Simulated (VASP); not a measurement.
# W (Im-3m) in VASP: notebook

W is run at these levels: PBE; tasks: single point, relaxation of cell and atoms.

Program: VASP 6.6.1. These are calculated values, not measurements. Logs are shortened: lines on timing, memory, paths and dates and some standing lists are left out, and cuts for length are marked.

## (1) The cell of the first run

Symmetry: Im-3m, No. 229, cubic system. Conventional cell: a = 3.184 Å, b = 3.184 Å, c = 3.184 Å, α = 90.00°, β = 90.00°, γ = 90.00°. W (site symmetry m-3m) has 14 W at 2.76 to 3.18 Å within 3.6 Å.

## (2) Single point, PBE

INCAR reads:

```
SYSTEM = W
  ALGO = Fast
  EDIFF = 1E-7
  ENCUT = 520
  GGA = PE
  ISIF = 2
  ISMEAR = 0
  LASPH = .TRUE.
  LCHARG = .FALSE.
  LREAL = .FALSE.
  LWAVE = .FALSE.
  NBANDS = 13
  NELM = 80
  PREC = Accurate
  SIGMA = 0.1
```

KPOINTS reads:

```
k-points
0
G
  48 48 48
  0 0 0
```

POSCAR reads:

```
W
1.0
   -1.5918287648      1.5918287648      1.5918287648
    1.5918287648     -1.5918287648      1.5918287648
    1.5918287648      1.5918287648     -1.5918287648
W
1
Direct
    0.0000000000      0.0000000000      0.0000000000
```

Potentials or basis: VASP PAW PBE potentials, release 64 (W_sv).

The run is started by

```
$ cat potpaw_PBE.64/W_sv/POTCAR > POTCAR
$ mpirun -np 1 vasp_std > vasp.out
```

OUTCAR:

```text
SYSTEM = W
   EDIFF = 1E-7
   ENCUT = 520
   GGA = PE
   ISIF = 2
   ISMEAR = 0
   LASPH = .TRUE.
   LREAL = .FALSE.
   NELM = 80
   PREC = Accurate

 ion  position               nearest neighbor table
   1  0.000  0.000  0.000-

  LATTYP: Found a body centered cubic cell.
 ALAT       =     3.1836575296

  Lattice vectors:

 A1 = (  -1.5918287648,   1.5918287648,   1.5918287648)
 A2 = (   1.5918287648,  -1.5918287648,   1.5918287648)
 A3 = (   1.5918287648,   1.5918287648,  -1.5918287648)

Analysis of symmetry for initial positions (statically):
=====================================================================
 Subroutine PRICEL returns:
 Original cell was already a primitive cell.

 Routine SETGRP: Setting up the symmetry group for a
 body centered cubic supercell.

 Subroutine GETGRP returns: Found 48 space group operations
 (whereof 48 operations were pure point group operations)
 out of a pool of 48 trial point group operations.

The static configuration has the point symmetry O_h .

Analysis of symmetry for dynamics (positions and initial velocities):
=====================================================================
 Subroutine PRICEL returns:
 Original cell was already a primitive cell.

 Routine SETGRP: Setting up the symmetry group for a
 body centered cubic supercell.

 Subroutine GETGRP returns: Found 48 space group operations
 (whereof 48 operations were pure point group operations)
 out of a pool of 48 trial point group operations.

The dynamic configuration has the point symmetry O_h .

 Subroutine INISYM returns: Found 48 space group operations
 (whereof 48 operations are pure point group operations),
 and found     1 'primitive' translations

----------------------------------------------------------------------------------------

                                     Primitive cell

  volume of cell :      16.1343

  direct lattice vectors                    reciprocal lattice vectors
    -1.591828765  1.591828765  1.591828765     0.000000000  0.314104137  0.314104137
     1.591828765 -1.591828765  1.591828765     0.314104137  0.000000000  0.314104137
     1.591828765  1.591828765 -1.591828765     0.314104137  0.314104137  0.000000000

  length of vectors
     2.757128298  2.757128298  2.757128298     0.444210330  0.444210330  0.444210330

  position of ions in fractional coordinates (direct lattice)
     0.000000000  0.000000000  0.000000000

  ion indices of the primitive-cell ions
   primitive index   ion index
                 1           1

----------------------------------------------------------------------------------------

 KPOINTS: k-points

Automatic generation of k-mesh.
 Grid dimensions read from file:
 generate k-points for:   48   48   48

 Generating k-lattice:

  Cartesian coordinates                     Fractional coordinates (reciprocal lattice)
     0.000000000  0.006543836  0.006543836     0.020833333  0.000000000  0.000000000
     0.006543836  0.000000000  0.006543836     0.000000000  0.020833333  0.000000000
     0.006543836  0.006543836  0.000000000     0.000000000  0.000000000  0.020833333

  Length of vectors
     0.009254382  0.009254382  0.009254382

  Shift w.r.t. Gamma in fractional coordinates (k-lattice)
     0.000000000  0.000000000  0.000000000

 Subroutine IBZKPT returns following result:
 ===========================================

 Found   2769 irreducible k-points:

 Following reciprocal coordinates:
            Coordinates               Weight
  0.000000  0.000000  0.000000      1.000000
  0.020833  0.000000  0.000000     12.000000
  0.041667  0.000000  0.000000     12.000000
  0.062500  0.000000  0.000000     12.000000
  0.083333  0.000000  0.000000     12.000000
  0.104167  0.000000  0.000000     12.000000
[... 16 lines left out ...]
  0.458333  0.000000  0.000000     12.000000
  0.479167  0.000000  0.000000     12.000000
 [... further k-points ...]
   k-points           NKPTS =   2769   k-points in BZ     NKDIM =   2769   number of bands    NBANDS=     13
   number of dos      NEDOS =    301   number of ions     NIONS =      1
   total plane-waves  NPLWV =  13824
   dimension x,y,z NGX =    24 NGY =   24 NGZ =   24
   dimension x,y,z NGXF=    48 NGYF=   48 NGZF=   48
   ions per type =               1
   NGX,Y,Z   is equivalent  to a cutoff of  14.47, 14.47, 14.47 a.u.
   NGXF,Y,Z  is equivalent  to a cutoff of  28.94, 28.94, 28.94 a.u.
 SYSTEM =  W
   PREC   = accura    normal or accurate (medium, high low for compatibility)
   ISTART =      0    job   : 0-new  1-cont  2-samecut
   ICHARG =      2    charge: 1-file 2-atom 10-const
   ISPIN  =      1    spin polarized calculation?
   LNONCOLLINEAR =      F non collinear calculations
   LSORBIT =      F    spin-orbit coupling
   LASPH  =      T    aspherical Exc in radial PAW
   ENCUT  =  520.0 eV  38.22 Ry    6.18 a.u.   5.13  5.13  5.13*2*pi/ulx,y,z
   NELM   =     80;   NELMIN=  2; NELMDL= -5     # of ELM steps
   EDIFF  = 0.1E-06   stopping-criterion for ELM
   LREAL  =      F    real-space projection
   EDIFFG = 0.1E-05   stopping-criterion for IOM
   NSW    =      0    number of steps for IOM
   IBRION =     -1    ionic relax: 0-MD 1-quasi-New 2-CG
   NFREE  =      0    steps in history (QN), initial steepest desc. (CG)
   ISIF   =      2    stress and relaxation
   ISYM   =      2    0-nonsym 1-usesym 2-fastsym
   POTIM  = 0.5000    time-step for ionic-motion
   TEBEG  =    0.0;   TEEND  =   0.0 temperature during run
   PSTRESS=    0.0 pullay stress
   NELECT =      14.0000    total number of electrons
   NUPDOWN=      -1.0000    fix difference up-down
   EMIN   =  10.00;   EMAX   =-10.00  energy-range for DOS
   EFERMI =   0.00;   METHOD = LEGACY
   ISMEAR =     0;   SIGMA  =   0.10  broadening in eV -4-tet -1-fermi 0-gaus
   EFERMI_NEDOS =   21; number of points for ismear=-14 and -15
   IALGO  =     68    algorithm
   IMIX   =      4    mixing-type and parameters
     AMIX     =   0.40;   BMIX     =  1.00
     AMIX_MAG =   1.60;   BMIX_MAG =  1.00
  volume/ion in A,a.u.               =      16.13       108.88
  Fermi-wavevector in a.u.,A,eV,Ry     =   1.561473  2.950756 33.173700  2.438198
  Thomas-Fermi vector in A             =   2.664533
   LORBIT       =      0    0 simple, 1 ext, 2 COOP (PROOUT), +10 PAW based schemes
   GGA     = PE    functional components
   LHFCALC =     F    Hartree Fock is set to
   AEXX    =    0.0000 exact exchange contribution
   IVDW    =     0    specifies the selected vdW correction
   LEPSILON=     F    determine dielectric tensor
   LRPA    =     F    only Hartree local field effects (RPA)
 non-spin polarized calculation
 RMM-DIIS sequential band-by-band and
 Gauss-broadening in eV      SIGMA  =   0.10
  energy-cutoff  :      520.00
  volume of cell :       16.13
 maximum number of plane-waves:       466
 NGX is ok and might be reduce to    24
   NGX = 11   NGY = 11   NGZ = 11

 number of electron      14.0000002 magnetization

 Free energy of the ion-electron system (eV)
  ---------------------------------------------------
  ext. energy  EPLUGINS =         0.00000000
  ---------------------------------------------------
  free energy    TOTEN  =       -12.95608181 eV

  energy without entropy =      -12.95387136  energy(sigma->0) =      -12.95497658

 E-fermi :  11.2092     XC(G=0): -13.5412

 val. band max:       11.2080826422   @ k =  -0.2292   0.3333   0.1250
 cond. band min:      11.2106708245   @ k =   0.4167   0.0625   0.0208
 fundamental gap:      0.0025881824
 Fermi energy:        11.2092481708

 k-point     1 :       0.0000    0.0000    0.0000
  band No.  band energies     occupation
      1     -63.0199      2.00000
      2     -26.6068      2.00000
      3     -26.6068      2.00000
      4     -26.6068      2.00000
      5       1.6504      2.00000
      6       9.9888      2.00000
      7       9.9888      2.00000
      8       9.9888      2.00000
      9      13.4084      0.00000
     10      13.4084      0.00000
     11      25.6662      0.00000
     12      25.6662      0.00000
     13      25.6662      0.00000

 k-point     2 :       0.0208    0.0000    0.0000
  band No.  band energies     occupation
      1     -63.0193      2.00000
      2     -26.6125      2.00000
      3     -26.6086      2.00000
      4     -26.6069      2.00000
      5       1.6712      2.00000
      6       9.9760      2.00000
      7       9.9863      2.00000
      8      10.0086      2.00000
      9      13.3868      0.00000
     10      13.4084      0.00000
     11      25.6844      0.00000
     12      25.7016      0.00000
     13      25.7183      0.00000

 k-point     3 :       0.0417    0.0000    0.0000
  band No.  band energies     occupation
      1     -63.0178      2.00000
      2     -26.6292      2.00000
      3     -26.6139      2.00000
      4     -26.6070      2.00000
      5       1.7333      2.00000
      6       9.9381      2.00000
      7       9.9783      2.00000
      8      10.0682      2.00000
      9      13.3248      0.00000
     10      13.4087      0.00000
     11      25.7379      0.00000
     12      25.8073      0.00000
     13      25.8710      0.00000

 k-point     4 :       0.0625    0.0000    0.0000
  band No.  band energies     occupation
      1     -63.0152      2.00000
      2     -26.6567      2.00000
      3     -26.6225      2.00000
      4     -26.6071      2.00000
      5       1.8357      2.00000
      6       9.8764      2.00000
      7       9.9630      2.00000
      8      10.1671      2.00000
      9      13.2306      0.00000
     10      13.4097      0.00000
     11      25.8232      0.00000
     12      25.9818      0.00000
     13      26.1145      0.00000

 k-point     5 :       0.0833    0.0000    0.0000
  band No.  band energies     occupation
      1     -63.0117      2.00000
      2     -26.6944      2.00000
      3     -26.6343      2.00000
      4     -26.6072      2.00000
      5       1.9769      2.00000
      6       9.7931      2.00000
      7       9.9378      2.00000
      8      10.3050      2.00000
      9      13.1161      0.00000
     10      13.4120      0.00000
     11      25.9341      0.00000
     12      26.2229      0.00000
     13      26.4331      0.00000

 k-point     6 :       0.1042    0.0000    0.0000
  band No.  band energies     occupation
      1     -63.0072      2.00000
      2     -26.7415      2.00000
      3     -26.6491      2.00000
      4     -26.6075      2.00000
      5       2.1546      2.00000
      6       9.6907      2.00000
      7       9.8995      2.00000
      8      10.4812      2.00000
      9      12.9955      0.00000
     10      13.4167      0.00000
     11      26.0610      0.00000
     12      26.5277      0.00000
     13      26.8047      0.00000

 k-point     7 :       0.1250    0.0000    0.0000
  band No.  band energies     occupation
      1     -63.0019      2.00000
      2     -26.7970      2.00000
      3     -26.6667      2.00000
      4     -26.6077      2.00000
      5       2.3658      2.00000
      6       9.5724      2.00000
      7       9.8454      2.00000
      8      10.6949      2.00000
      9      12.8831      0.00000
     10      13.4246      0.00000
     11      26.1900      0.00000
     12      26.8928      0.00000
     13      27.2005      0.00000
[... 193 lines left out ...]
 k-point    20 :       0.3958    0.0000    0.0000
  band No.  band energies     occupation
      1     -62.9088      2.00000
      2     -27.7039      2.00000
      3     -26.9638      2.00000
      4     -26.6124      2.00000
      5       5.0334      2.00000
      6       7.8958      2.00000
      7      10.5971      2.00000
      8      13.3554      0.00000
      9      14.0572      0.00000
     10      15.9041      0.00000
     11      23.3778      0.00000
     12      23.4009      0.00000
     13      29.6662      0.00000

 k-point    21 :       0.4167    0.0000    0.0000
  band No.  band energies     occupation
      1     -62.9042      2.00000
      2     -27.7454      2.00000
      3     -26.9778      2.00000
      4     -26.6127      2.00000
      5       5.0420      2.00000
      6       7.8278      2.00000
      7      10.9378      1.99988
      8      13.3782      0.00000
      9      14.1202      0.00000
     10      16.3145      0.00000
     11      22.9257      0.00000
     12      23.1182      0.00000
     13      29.0377      0.00000

 k-point    22 :       0.4375    0.0000    0.0000
  band No.  band energies     occupation
      1     -62.9006      2.00000
      2     -27.7782      2.00000
      3     -26.9890      2.00000
      4     -26.6129      2.00000
      5       5.0402      2.00000
      6       7.7744      2.00000
      7      11.2627      0.44995
      8      13.3726      0.00000
      9      14.1737      0.00000
     10      16.6685      0.00000
     11      22.5313      0.00000
     12      22.9089      0.00000
     13      28.5127      0.00000

 k-point    23 :       0.4583    0.0000    0.0000
  band No.  band energies     occupation
      1     -62.8980      2.00000
      2     -27.8020      2.00000
      3     -26.9970      2.00000
      4     -26.6130      2.00000
      5       5.0344      2.00000
      6       7.7359      2.00000
      7      11.5412      0.00000
      8      13.3437      0.00000
      9      14.2145      0.00000
     10      16.9444      0.00000
     11      22.2343      0.00000
     12      22.7554      0.00000
     13      28.1141      0.00000

 k-point    24 :       0.4792    0.0000    0.0000
  band No.  band energies     occupation
      1     -62.8964      2.00000
      2     -27.8164      2.00000
      3     -27.0019      2.00000
      4     -26.6131      2.00000
      5       5.0291      2.00000
      6       7.7126      2.00000
      7      11.7359      0.00000
      8      13.3081      0.00000
      9      14.2401      0.00000
     10      17.1210      0.00000
     11      22.0493      0.00000
     12      22.6616      0.00000
     13      27.8637      0.00000

 [... further k-points ...]
[... 5 lines left out ...]
  --------------------------------------------------------------------------------------
  -------------------------------------------------------------------------------------
  Total        0.0516306      0.0516306      0.0516306      0.0000000      0.0000000     -0.0000000
  in kB        5.1270626      5.1270626      5.1270626      0.0000000      0.0000000     -0.0000000
  external PRESSURE =       5.1270626 kB  Pullay stress =       0.0000000 kB

 VOLUME and BASIS-vectors are now :
 -----------------------------------------------------------------------------
  energy-cutoff  :      520.00
  volume of cell :       16.13
      direct lattice vectors                 reciprocal lattice vectors
    -1.591828765  1.591828765  1.591828765     0.000000000  0.314104137  0.314104137
     1.591828765 -1.591828765  1.591828765     0.314104137  0.000000000  0.314104137
     1.591828765  1.591828765 -1.591828765     0.314104137  0.314104137  0.000000000

 POSITION                                       TOTAL-FORCE (eV/Angst)
 -----------------------------------------------------------------------------------
      0.00000      0.00000      0.00000         0.000000     -0.000000     -0.000000
 -----------------------------------------------------------------------------------
    total drift:                                0.000000      0.000000      0.000000

  FREE ENERGIE OF THE ION-ELECTRON SYSTEM (eV)
  ---------------------------------------------------
  free  energy   TOTEN  =       -12.9560818058 eV

  energy  without entropy=      -12.9538713616  energy(sigma->0) =      -12.95497658
```

Wall time 6.9 min (1 thread of Intel Xeon Platinum 8259CL at 2.50GHz (Skylake/Cascade Lake), shared host); peak memory 0.64 GiB.

Results:

```yaml
Free_energy: -12.9561 eV
Pressure: 0.5 GPa
Band_gap_on_the_k_mesh: zero (bands 7 and 8 overlap by 6.24 eV)
```

Levels at points of the mesh, in eV from the Fermi level:
```tsv
k point	band 5	band 6	band 7	band 8	band 9	band 10
(0.00, 0.00, 0.00)	-9.56	-1.22	-1.22	-1.22	2.20	2.20
(0.50, 0.00, 0.00)	-6.18	-3.50	0.60	2.08	3.04	5.97
(0.50, 0.50, 0.50)	-5.71	-5.71	5.02	5.02	5.02	8.09
```

Caveat: spin-orbit coupling is left out, which moves the levels of the heavy elements.

## (3) Relaxation of cell and atoms, PBE

This run uses another cell than the first one, of 15.93 Å³/atom.

INCAR reads:

```
SYSTEM = W
PREC     = Accurate       ! precision mode
ENCUT    = 600            ! plane-wave cutoff, eV
EDIFF    = 1E-7           ! SCF threshold, eV
ISMEAR   = 0              ! smearing method
SIGMA    = 0.1            ! smearing width, eV
LREAL    = .FALSE.        ! projectors in reciprocal space
LASPH    = .TRUE.         ! aspherical terms in the spheres
NELM     = 100            ! most SCF steps
ALGO     = Fast           ! electronic algorithm
ISIF     = 3              ! what is computed and relaxed
LWAVE    = .FALSE.        ! write WAVECAR
LCHARG   = .FALSE.        ! write CHGCAR
GGA      = PE             ! functional
IBRION   = 2              ! ionic algorithm
NSW      = 80             ! ionic steps
EDIFFG   = -0.003         ! ionic threshold
```

KPOINTS reads:

```
Automatic mesh
0
G
  48 48 48
  0 0 0
```

POSCAR reads:

```
W
1.0
   -1.5850000000      1.5850000000      1.5850000000
    1.5850000000     -1.5850000000      1.5850000000
    1.5850000000      1.5850000000     -1.5850000000
W
1
Direct
    0.0000000000      0.0000000000      0.0000000000
```

Potentials or basis: VASP PAW PBE potentials, release 64 (W_sv).

The run is started by

```
$ cat potpaw_PBE.64/W_sv/POTCAR > POTCAR
$ mpirun -np 1 vasp_std > vasp.out
```

Run time: 36 min. Hardware: 1 thread of Oxide Virtual Turin-like, shared host; peak memory 0.67 GiB.

Results (log left out):

```yaml
Free_energy: -12.9563 eV
Relaxed_volume: 16.16 Å³/atom
Relaxed_cell: a = 2.759 Å, b = 2.759 Å, c = 2.759 Å, α = 109.47°, β = 109.47°, γ = 109.47°
Space_group_after_relaxing_to_0.1_Å: Im-3m (No. 229)
Energy_gained_by_relaxing: 3.4 meV/atom
Ionic_steps: 4
Pressure_after_relaxing: 0.0 GPa
Band_gap_on_the_k_mesh: zero (bands 7 and 8 overlap by 6.22 eV)
```

Step by step:
| step | energy change (eV) | largest force (eV/Å) | pressure (GPa) | volume (Å³) |
| --- | --- | --- | --- | --- |
| 1 | 0.0000 | 0.0000 | 4.65 | 15.93 |
| 2 | 0.0359 | 0.0000 | -14.09 | 17.02 |
| 3 | -0.0034 | 0.0000 | -0.09 | 16.17 |
| 4 | -0.0034 | 0.0000 | 0.00 | 16.16 |

Final structure:
```xyz
1
Lattice="-1.5928 1.5928 1.5928 1.5928 -1.5928 1.5928 1.5928 1.5928 -1.5928" Properties=species:S:1:pos:R:3 pbc="T T T"
W     0.0000    0.0000    0.0000
```

Levels at points of the mesh, in eV from the Fermi level:
| k point | band 5 | band 6 | band 7 | band 8 | band 9 | band 10 |
| --- | --- | --- | --- | --- | --- | --- |
| (0.00, 0.00, 0.00) | -9.55 | -1.22 | -1.22 | -1.22 | 2.20 | 2.20 |
| (0.50, 0.00, 0.00) | -6.17 | -3.50 | 0.59 | 2.08 | 3.03 | 5.96 |
| (0.50, 0.50, 0.50) | -5.70 | -5.70 | 5.01 | 5.01 | 5.01 | 8.07 |

Caveat: spin-orbit coupling is left out, which moves the levels of the heavy elements.
